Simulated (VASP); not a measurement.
# Al (Pm-3m) in VASP: notebook

The runs below take Al through single point, with PBE.

Everything below comes from runs of VASP 6.6.1. Logs are shortened: lines on timing, memory, paths and dates and some standing lists are left out, and cuts for length are marked.

**1. The cell of the first run**

Symmetry: Pm-3m, No. 221, cubic system. Conventional cell: a = 2.685 Å, b = 2.685 Å, c = 2.685 Å, α = 90.00°, β = 90.00°, γ = 90.00°. Al (site symmetry m-3m) has 6 Al at 2.69 Å within 3.5 Å.

**2. Single point, PBE (volume scaled by 0.96)**

INCAR

```
SYSTEM = Al
ALGO = Normal ; EDIFF = 1E-6
ENCUT = 520 ; GGA = PE
ISIF = 2 ; ISMEAR = -1
LASPH = .TRUE. ; LCHARG = .TRUE.
LELF = .TRUE. ; LREAL = .FALSE.
LVHAR = .TRUE. ; LWAVE = .FALSE.
NBANDS = 8 ; NELM = 80
PREC = Accurate ; SIGMA = 0.1
```

KPOINTS

```
k-points
0
G
  13 13 13
  0 0 0
```

POSCAR

```
Al
1.0
    2.6850528194      0.0000000000      0.0000000000
    0.0000000000      2.6850528194      0.0000000000
    0.0000000000      0.0000000000      2.6850528194
Al
1
Direct
    0.0000000000      0.0000000000      0.0000000000
```

Potentials or basis: VASP PAW PBE potentials, release 64 (Al).

Run with:

```console
$ cat potpaw_PBE.64/Al/POTCAR > POTCAR
$ mpirun -np 1 vasp_std > vasp.out
```

OUTCAR:

```text
SYSTEM = Al
   EDIFF = 1E-6
   ENCUT = 520
   GGA = PE
   ISIF = 2
   ISMEAR = -1
   LASPH = .TRUE.
   LREAL = .FALSE.
   NELM = 80
   PREC = Accurate

 ion  position               nearest neighbor table
   1  0.000  0.000  0.000-

  LATTYP: Found a simple cubic cell.
 ALAT       =     2.6850528194

  Lattice vectors:

 A1 = (   2.6850528194,   0.0000000000,   0.0000000000)
 A2 = (   0.0000000000,   2.6850528194,   0.0000000000)
 A3 = (   0.0000000000,   0.0000000000,   2.6850528194)

Analysis of symmetry for initial positions (statically):
=====================================================================
 Subroutine PRICEL returns:
 Original cell was already a primitive cell.

 Routine SETGRP: Setting up the symmetry group for a
 simple cubic supercell.

 Subroutine GETGRP returns: Found 48 space group operations
 (whereof 48 operations were pure point group operations)
 out of a pool of 48 trial point group operations.

The static configuration has the point symmetry O_h .

Analysis of symmetry for dynamics (positions and initial velocities):
=====================================================================
 Subroutine PRICEL returns:
 Original cell was already a primitive cell.

 Routine SETGRP: Setting up the symmetry group for a
 simple cubic supercell.

 Subroutine GETGRP returns: Found 48 space group operations
 (whereof 48 operations were pure point group operations)
 out of a pool of 48 trial point group operations.

The dynamic configuration has the point symmetry O_h .

 Subroutine INISYM returns: Found 48 space group operations
 (whereof 48 operations are pure point group operations),
 and found     1 'primitive' translations

----------------------------------------------------------------------------------------

                                     Primitive cell

  volume of cell :      19.3579

  direct lattice vectors                    reciprocal lattice vectors
     2.685052819  0.000000000  0.000000000     0.372432152  0.000000000  0.000000000
     0.000000000  2.685052819  0.000000000     0.000000000  0.372432152  0.000000000
     0.000000000  0.000000000  2.685052819     0.000000000  0.000000000  0.372432152

  length of vectors
     2.685052819  2.685052819  2.685052819     0.372432152  0.372432152  0.372432152

  position of ions in fractional coordinates (direct lattice)
     0.000000000  0.000000000  0.000000000

  ion indices of the primitive-cell ions
   primitive index   ion index
                 1           1

----------------------------------------------------------------------------------------

 KPOINTS: k-points

Automatic generation of k-mesh.
 Grid dimensions read from file:
 generate k-points for:   13   13   13

 Generating k-lattice:

  Cartesian coordinates                     Fractional coordinates (reciprocal lattice)
     0.028648627  0.000000000  0.000000000     0.076923077  0.000000000  0.000000000
     0.000000000  0.028648627  0.000000000     0.000000000  0.076923077  0.000000000
     0.000000000  0.000000000  0.028648627     0.000000000  0.000000000  0.076923077

  Length of vectors
     0.028648627  0.028648627  0.028648627

  Shift w.r.t. Gamma in fractional coordinates (k-lattice)
     0.000000000  0.000000000  0.000000000

 Subroutine IBZKPT returns following result:
 ===========================================

 Found     84 irreducible k-points:

 Following reciprocal coordinates:
            Coordinates               Weight
  0.000000  0.000000  0.000000      1.000000
  0.076923  0.000000  0.000000      6.000000
  0.153846  0.000000  0.000000      6.000000
  0.230769  0.000000  0.000000      6.000000
  0.307692  0.000000  0.000000      6.000000
  0.384615  0.000000  0.000000      6.000000
[... 16 lines left out ...]
  0.307692  0.307692  0.000000     12.000000
  0.384615  0.307692  0.000000     24.000000
 [... further k-points ...]
   k-points           NKPTS =     84   k-points in BZ     NKDIM =     84   number of bands    NBANDS=      8
   number of dos      NEDOS =    301   number of ions     NIONS =      1
   total plane-waves  NPLWV =   8000
   dimension x,y,z NGX =    20 NGY =   20 NGZ =   20
   dimension x,y,z NGXF=    40 NGYF=   40 NGZF=   40
   ions per type =               1
   NGX,Y,Z   is equivalent  to a cutoff of  12.38, 12.38, 12.38 a.u.
   NGXF,Y,Z  is equivalent  to a cutoff of  24.77, 24.77, 24.77 a.u.
 SYSTEM =  Al
   PREC   = accura    normal or accurate (medium, high low for compatibility)
   ISTART =      0    job   : 0-new  1-cont  2-samecut
   ICHARG =      2    charge: 1-file 2-atom 10-const
   ISPIN  =      1    spin polarized calculation?
   LNONCOLLINEAR =      F non collinear calculations
   LSORBIT =      F    spin-orbit coupling
   LASPH  =      T    aspherical Exc in radial PAW
   ENCUT  =  520.0 eV  38.22 Ry    6.18 a.u.   4.99  4.99  4.99*2*pi/ulx,y,z
   NELM   =     80;   NELMIN=  2; NELMDL= -5     # of ELM steps
   EDIFF  = 0.1E-05   stopping-criterion for ELM
   LREAL  =      F    real-space projection
   EDIFFG = 0.1E-04   stopping-criterion for IOM
   NSW    =      0    number of steps for IOM
   IBRION =     -1    ionic relax: 0-MD 1-quasi-New 2-CG
   NFREE  =      0    steps in history (QN), initial steepest desc. (CG)
   ISIF   =      2    stress and relaxation
   ISYM   =      2    0-nonsym 1-usesym 2-fastsym
   POTIM  = 0.5000    time-step for ionic-motion
   TEBEG  =    0.0;   TEEND  =   0.0 temperature during run
   PSTRESS=    0.0 pullay stress
   NELECT =       3.0000    total number of electrons
   NUPDOWN=      -1.0000    fix difference up-down
   EMIN   =  10.00;   EMAX   =-10.00  energy-range for DOS
   EFERMI =   0.00;   METHOD = LEGACY
   ISMEAR =    -1;   SIGMA  =   0.10  broadening in eV -4-tet -1-fermi 0-gaus
   EFERMI_NEDOS =   21; number of points for ismear=-14 and -15
   IALGO  =     38    algorithm
   IMIX   =      4    mixing-type and parameters
     AMIX     =   0.40;   BMIX     =  1.00
     AMIX_MAG =   1.60;   BMIX_MAG =  1.00
  volume/ion in A,a.u.               =      19.36       130.63
  Fermi-wavevector in a.u.,A,eV,Ry     =   0.879351  1.661733 10.520824  0.773259
  Thomas-Fermi vector in A             =   1.999563
   LORBIT       =      0    0 simple, 1 ext, 2 COOP (PROOUT), +10 PAW based schemes
   GGA     = PE    functional components
   LHFCALC =     F    Hartree Fock is set to
   AEXX    =    0.0000 exact exchange contribution
   IVDW    =     0    specifies the selected vdW correction
   LEPSILON=     F    determine dielectric tensor
   LRPA    =     F    only Hartree local field effects (RPA)
 non-spin polarized calculation
  energy-cutoff  :      520.00
  volume of cell :       19.36
 maximum number of plane-waves:       535
 NGX is ok and might be reduce to    20
   NGX =  9   NGY =  9   NGZ =  9

 number of electron       3.0000000 magnetization

 Free energy of the ion-electron system (eV)
  ---------------------------------------------------
  ext. energy  EPLUGINS =         0.00000000
  ---------------------------------------------------
  free energy    TOTEN  =        -3.37245347 eV

  energy without entropy =       -3.35446373  energy(sigma->0) =       -3.36345860

 E-fermi :   6.0056     XC(G=0):  -9.5653

 val. band max:        5.9406319916   @ k =   0.3846   0.3846   0.0000
 cond. band min:       6.0354375669   @ k =   0.4615   0.3846   0.3846
 fundamental gap:      0.0948055754
 Fermi energy:         6.0055791031

 k-point     1 :       0.0000    0.0000    0.0000
  band No.  band energies     occupation
      1      -3.7752      2.00000
      2      14.1015      0.00000
      3      14.1015      0.00000
      4      15.4417      0.00000
      5      15.4417      0.00000
      6      15.4417      0.00000
      7      21.8964      0.00000
      8      30.5319      0.00000

 k-point     2 :       0.0769    0.0000    0.0000
  band No.  band energies     occupation
      1      -3.6550      2.00000
      2      12.3316      0.00000
      3      14.2026      0.00000
      4      15.5424      0.00000
      5      15.5424      0.00000
      6      16.9735      0.00000
      7      22.4006      0.00000
      8      29.5747      0.00000

 k-point     3 :       0.1538    0.0000    0.0000
  band No.  band energies     occupation
      1      -3.2951      2.00000
      2      10.0271      0.00000
      3      14.5006      0.00000
      4      15.8443      0.00000
      5      15.8443      0.00000
      6      18.5291      0.00000
      7      23.9157      0.00000
      8      27.6940      0.00000

 k-point     4 :       0.2308    0.0000    0.0000
  band No.  band energies     occupation
      1      -2.6985      2.00000
      2       7.7938      0.00000
      3      14.9761      0.00000
      4      16.3464      0.00000
      5      16.3464      0.00000
      6      19.6991      0.00000
      7      25.7035      0.00000
      8      25.7035      0.00000

 k-point     5 :       0.3077    0.0000    0.0000
  band No.  band energies     occupation
      1      -1.8707      2.00000
      2       5.7095      1.90153
      3      15.5838      0.00000
      4      17.0449      0.00000
      5      17.0449      0.00000
      6      20.7444      0.00000
      7      23.8260      0.00000
      8      23.8260      0.00000
[... 177 lines left out ...]
 k-point    22 :       0.4615    0.2308    0.0000
  band No.  band energies     occupation
      1       1.4305      2.00000
      2       3.1956      2.00000
      3      11.5894      0.00000
      4      13.9170      0.00000
      5      19.7221      0.00000
      6      21.6389      0.00000
      7      21.7974      0.00000
      8      24.2357      0.00000

 k-point    23 :       0.3077    0.3077    0.0000
  band No.  band energies     occupation
      1       0.0140      2.00000
      2       6.8160      0.00060
      3       8.3201      0.00000
      4      14.9304      0.00000
      5      18.6106      0.00000
      6      20.8896      0.00000
      7      24.5759      0.00000
      8      26.0557      0.00000

 k-point    24 :       0.3846    0.3077    0.0000
  band No.  band energies     occupation
      1       1.0500      2.00000
      2       5.4983      1.98755
      3       8.7129      0.00000
      4      13.2098      0.00000
      5      19.4616      0.00000
      6      21.8141      0.00000
      7      23.4613      0.00000
      8      26.1730      0.00000

 [... further k-points ...]
[... 5 lines left out ...]
  --------------------------------------------------------------------------------------
  -------------------------------------------------------------------------------------
  Total        0.3028122      0.3028122      0.3028122     -0.0000000     -0.0000000     -0.0000000
  in kB       25.0625573     25.0625573     25.0625573     -0.0000000     -0.0000000     -0.0000000
  external PRESSURE =      25.0625573 kB  Pullay stress =       0.0000000 kB

 VOLUME and BASIS-vectors are now :
 -----------------------------------------------------------------------------
  energy-cutoff  :      520.00
  volume of cell :       19.36
      direct lattice vectors                 reciprocal lattice vectors
     2.685052819  0.000000000  0.000000000     0.372432152  0.000000000  0.000000000
     0.000000000  2.685052819  0.000000000     0.000000000  0.372432152  0.000000000
     0.000000000  0.000000000  2.685052819     0.000000000  0.000000000  0.372432152

 POSITION                                       TOTAL-FORCE (eV/Angst)
 -----------------------------------------------------------------------------------
      0.00000      0.00000      0.00000         0.000000      0.000000      0.000000
 -----------------------------------------------------------------------------------
    total drift:                                0.000000      0.000000      0.000000

  FREE ENERGIE OF THE ION-ELECTRON SYSTEM (eV)
  ---------------------------------------------------
  free  energy   TOTEN  =        -3.3724534729 eV

  energy  without entropy=       -3.3544637312  energy(sigma->0) =       -3.36345860
```

It took 3.5 s on 1 thread of Intel Xeon 6975P-C (Granite Rapids), shared host; peak memory 0.12 GiB.

What came out:

```yaml
Free_energy: -3.3725 eV
Pressure: 2.5 GPa
```

Caveat: the cell differs from its parent crystal (volume scaled by 0.96).

**3. Single point, PBE**

This run uses another cell than the first one, of 20.16 Å³/atom, 1.042 times its volume.

INCAR

```
SYSTEM = Al
ALGO = Normal ; EDIFF = 1E-7
ENCUT = 520 ; GGA = PE
ISIF = 2 ; ISMEAR = -1
LASPH = .TRUE. ; LCHARG = .FALSE.
LREAL = .FALSE. ; LWAVE = .FALSE.
NBANDS = 8 ; NELM = 60
PREC = Accurate ; SIGMA = 0.1
```

KPOINTS

```
k-points
0
G
  12 12 12
  0 0 0
```

POSCAR

```
Al
1.0
    2.7218389360      0.0000000000      0.0000000000
    0.0000000000      2.7218389360      0.0000000000
    0.0000000000      0.0000000000      2.7218389360
Al
1
Direct
    0.0000000000      0.0000000000      0.0000000000
```

Potentials or basis: VASP PAW PBE potentials, release 64 (Al).

Run with:

```console
$ cat potpaw_PBE.64/Al/POTCAR > POTCAR
$ mpirun -np 1 vasp_std > vasp.out
```

Wall time 3.7 s (1 thread of Intel Xeon 6975P-C (Granite Rapids), shared host); peak memory 0.12 GiB.

It converged, with:

- Free energy: -3.3814 eV
- Pressure: 0.0 GPa

Levels at points of the mesh, in eV from the Fermi level:
| k point | band 1 | band 2 | band 3 | band 4 | band 5 |
| --- | --- | --- | --- | --- | --- |
| (0.00, 0.00, 0.00) | -9.53 | 8.00 | 8.00 | 9.14 | 9.14 |
| (0.50, 0.00, 0.00) | -5.19 | -4.07 | 10.56 | 12.65 | 12.65 |
| (0.50, 0.50, 0.00) | -0.53 | -0.53 | -0.27 | 2.22 | 16.21 |
| (0.50, 0.50, 0.50) | 2.88 | 2.88 | 2.88 | 5.60 | 5.60 |

**4. Single point, PBE**

This run uses another cell than the first one, of 20.16 Å³/atom, 1.042 times its volume.

INCAR

```
PREC     = Accurate       # precision mode
ENCUT    = 520            # plane-wave cutoff, eV
EDIFF    = 1E-6           # SCF threshold, eV
ISMEAR   = -1             # smearing method
SIGMA    = 0.1            # smearing width, eV
LREAL    = False          # projectors in reciprocal space
LASPH    = True           # aspherical terms in the spheres
NELM     = 100            # most SCF steps
ALGO     = Normal         # electronic algorithm
ISIF     = 2              # what is computed and relaxed
LWAVE    = False          # write WAVECAR
LCHARG   = False          # write CHGCAR
GGA      = PE             # functional
NBANDS   = 8              # bands
```

KPOINTS

```
regular mesh
0
Gamma
  13 13 13
```

POSCAR is that of step 3.

Run with:

```console
$ cat potpaw_PBE.64/Al/POTCAR > POTCAR
$ mpirun -np 1 vasp_std > vasp.out
```

Run time: 3 s. Hardware: 1 thread of Intel Xeon 6975P-C (Granite Rapids), shared host; peak memory 0.12 GiB.

It converged, with:

```yaml
Free_energy: -3.3784 eV
Pressure: 0.0 GPa
```

Levels at points of the mesh, in eV from the Fermi level:
```
           k point  band 1  band 2  band 3  band 4  band 5
(0.00, 0.00, 0.00)   -9.54    8.00    8.00    9.13    9.13
```

**5. Single point, PBE (volume scaled by 1.04)**

INCAR

```
ALGO = Normal
EDIFF = 1E-7
ENCUT = 520
GGA = PE
ISIF = 2
ISMEAR = -1
LASPH = T
LCHARG = T
LELF = T
LREAL = F
LVHAR = T
LWAVE = F
NBANDS = 8
NELM = 60
PREC = Accurate
SIGMA = 0.1
```

KPOINTS

```
k-points
0
Gamma
  13 13 13
```

POSCAR

```
Al
1.0
    2.7576567137      0.0000000000      0.0000000000
    0.0000000000      2.7576567137      0.0000000000
    0.0000000000      0.0000000000      2.7576567137
Al
1
Direct
    0.0000000000      0.0000000000      0.0000000000
```

Potentials or basis: VASP PAW PBE potentials, release 64 (Al).

Run with:

```console
$ cat potpaw_PBE.64/Al/POTCAR > POTCAR
$ mpirun -np 1 vasp_std > vasp.out
```

OUTCAR:

```text
EDIFF = 1E-7
   ENCUT = 520
   GGA = PE
   ISIF = 2
   ISMEAR = -1
   LASPH = T
   LREAL = F
   NELM = 60
   PREC = Accurate

 ion  position               nearest neighbor table
   1  0.000  0.000  0.000-

  LATTYP: Found a simple cubic cell.
 ALAT       =     2.7576567137

  Lattice vectors:

 A1 = (   2.7576567137,   0.0000000000,   0.0000000000)
 A2 = (   0.0000000000,   2.7576567137,   0.0000000000)
 A3 = (   0.0000000000,   0.0000000000,   2.7576567137)

[... 441 lines left out ...]
      8      24.4037      0.00000

 [... further k-points ...]

------------------------ aborting loop because EDIFF is reached ----------------------------------------

  FORCE on cell =-STRESS in cart. coord.  units (eV):
  Direction    XX          YY          ZZ          XY          YZ          ZX
  --------------------------------------------------------------------------------------
  -------------------------------------------------------------------------------------
  Total       -0.2732969     -0.2732969     -0.2732969     -0.0000000      0.0000000     -0.0000000
  in kB      -20.8797213    -20.8797213    -20.8797213     -0.0000000      0.0000000     -0.0000000
  external PRESSURE =     -20.8797213 kB  Pullay stress =       0.0000000 kB

 VOLUME and BASIS-vectors are now :
 -----------------------------------------------------------------------------
  energy-cutoff  :      520.00
  volume of cell :       20.97
      direct lattice vectors                 reciprocal lattice vectors
     2.757656714  0.000000000  0.000000000     0.362626717  0.000000000  0.000000000
     0.000000000  2.757656714  0.000000000     0.000000000  0.362626717  0.000000000
     0.000000000  0.000000000  2.757656714     0.000000000  0.000000000  0.362626717

 POSITION                                       TOTAL-FORCE (eV/Angst)
 -----------------------------------------------------------------------------------
      0.00000      0.00000      0.00000         0.000000      0.000000      0.000000
 -----------------------------------------------------------------------------------
    total drift:                               -0.000000      0.000000      0.000000

  FREE ENERGIE OF THE ION-ELECTRON SYSTEM (eV)
  ---------------------------------------------------
  free  energy   TOTEN  =        -3.3728963091 eV

  energy  without entropy=       -3.3532177643  energy(sigma->0) =       -3.36305704
```

OSZICAR:

```text
N       E                     dE             d eps       ncg     rms          rms(c)
DAV:   1    -0.208228504738E+01   -0.20823E+01   -0.80652E+02  1352   0.200E+02
DAV:   2    -0.337178602382E+01   -0.12895E+01   -0.12333E+01  1808   0.172E+01
DAV:   3    -0.337946466065E+01   -0.76786E-02   -0.76697E-02  1720   0.148E+00
DAV:   4    -0.337949365656E+01   -0.28996E-04   -0.28995E-04  1944   0.806E-02
DAV:   5    -0.337949377108E+01   -0.11452E-06   -0.11446E-06  1736   0.332E-03    0.960E-01
DAV:   6    -0.337555810759E+01    0.39357E-02   -0.22812E-03  1712   0.185E-01    0.563E-01
DAV:   7    -0.337288609430E+01    0.26720E-02   -0.58243E-03  1592   0.288E-01    0.927E-02
DAV:   8    -0.337289702598E+01   -0.10932E-04   -0.46266E-05  1960   0.429E-02    0.503E-03
DAV:   9    -0.337289690750E+01    0.11848E-06   -0.59196E-07  1656   0.324E-03    0.116E-03
DAV:  10    -0.337289632524E+01    0.58226E-06   -0.28561E-08  1840   0.942E-04    0.563E-04
DAV:  11    -0.337289630908E+01    0.16166E-07   -0.26996E-10  1032   0.946E-05
   1 F= -.33728963E+01 E0= -.33630570E+01  d E =-.196785E-01
```

It took 4.1 s on 1 thread of Intel Xeon 6975P-C (Granite Rapids), shared host; peak memory 0.13 GiB.

Results:

```yaml
Free_energy: -3.3729 eV
Pressure: -2.1 GPa
```

Levels at points of the mesh, in eV from the Fermi level:
```csv
k point,band 1,band 2,band 3,band 4,band 5,band 6
"(0.00, 0.00, 0.00)",-9.32,7.90,7.90,8.84,8.84,8.84
```

Caveat: the cell differs from its parent crystal (volume scaled by 1.04).

**6. Summary**

| cell | k mesh | gap on the mesh (eV) | pressure (GPa) |
| --- | --- | --- | --- |
| a = 2.685 Å, 1 atom | 13 × 13 × 13 | none | 2.5 |
| a = 2.722 Å, 1 atom | 12 × 12 × 12 | none | 0.0 |
| a = 2.722 Å, 1 atom | 13 × 13 × 13 | none | 0.0 |
| a = 2.758 Å, 1 atom | 13 × 13 × 13 | none | -2.1 |

Alike in all rows: task single point; level PBE; potentials or basis VASP PAW PBE potentials, release 64 (Al); no spin polarisation; cutoff (eV) 520; smearing fermi-dirac 0.1 eV.

Total energies depend on the potentials used, so only differences within one code and one set of settings carry meaning.
